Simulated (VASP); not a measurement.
HfH3:

```
Hf H
1.0
     5.36717    0.00000    0.00000
    -2.68358    4.64810    0.00000
     0.00000    0.00000    3.34663
Hf H
2 6
Direct
  0.66667 0.33333 0.00000
  0.33333 0.66667 0.00000
  0.66667 0.66667 0.50000
  0.33333 0.00000 0.50000
  0.00000 0.33333 0.50000
  0.00000 0.66667 0.50000
  0.66667 0.00000 0.50000
  0.33333 0.33333 0.50000
```

This cell differs from its parent crystal: atoms taken out.

* Program: VASP 6.6.1
* Task: relaxation of cell and atoms
* Functional: PBE
* Potentials or basis: VASP PAW PBE potentials, release 64 (Hf_pv, H)
* Cutoff: 600 eV
* k mesh: 6 × 6 × 6
* Occupations: gaussian, width 0.1 eV
* Spin: no spin polarisation

At the start: pressure -16.1 GPa; volume 10.44 Å³/atom.

Question: Where does the relaxation end?

Answer: Over 9 steps the energy falls by 264.0 meV/atom and the volume is 8.55 Å³/atom (-18.1 %); space group P6/mmm (No. 191, to 0.1 Å) before and after.

Step by step:
| step | energy change (eV) | largest force (eV/Å) | pressure (GPa) | volume (Å³) |
| --- | --- | --- | --- | --- |
| 1 | 0.0000 | 0.1350 | -16.14 | 83.49 |
| 2 | -1.7374 | 0.0256 | -6.03 | 71.19 |
| 3 | -1.9953 | 0.1507 | 0.99 | 66.86 |
| 4 | -2.0132 | 0.2029 | 4.09 | 65.37 |
| 5 | -2.0130 | 0.1907 | 3.34 | 65.71 |
| 6 | -2.0957 | 0.0927 | 1.60 | 67.08 |
| 7 | -2.1104 | 0.0242 | 0.69 | 67.97 |
| 8 | -2.1104 | 0.0279 | 0.73 | 67.92 |
| 9 | -2.1117 | 0.0094 | -0.17 | 68.38 |

Final structure:
```cif
data_structure
_symmetry_space_group_name_H-M 'P 1'
_symmetry_Int_Tables_number 1
_cell_length_a 5.3585
_cell_length_b 5.3585
_cell_length_c 2.7500
_cell_angle_alpha 90.000
_cell_angle_beta 90.000
_cell_angle_gamma 120.000
_cell_volume 68.38
loop_
_atom_site_label
_atom_site_type_symbol
_atom_site_fract_x
_atom_site_fract_y
_atom_site_fract_z
_atom_site_occupancy
Hf1 Hf 0.66667 0.33333 0.00000 1
Hf2 Hf 0.33333 0.66667 0.00000 1
H1 H 0.66820 0.66820 0.50000 1
H2 H 0.33180 0.00000 0.50000 1
H3 H 0.00000 0.33180 0.50000 1
H4 H 0.00000 0.66820 0.50000 1
H5 H 0.66820 0.00000 0.50000 1
H6 H 0.33180 0.33180 0.50000 1
```

Caveat: the cell differs from its parent crystal (atoms taken out); the volume moved by over 15 % at a fixed basis, so the end points are rough.
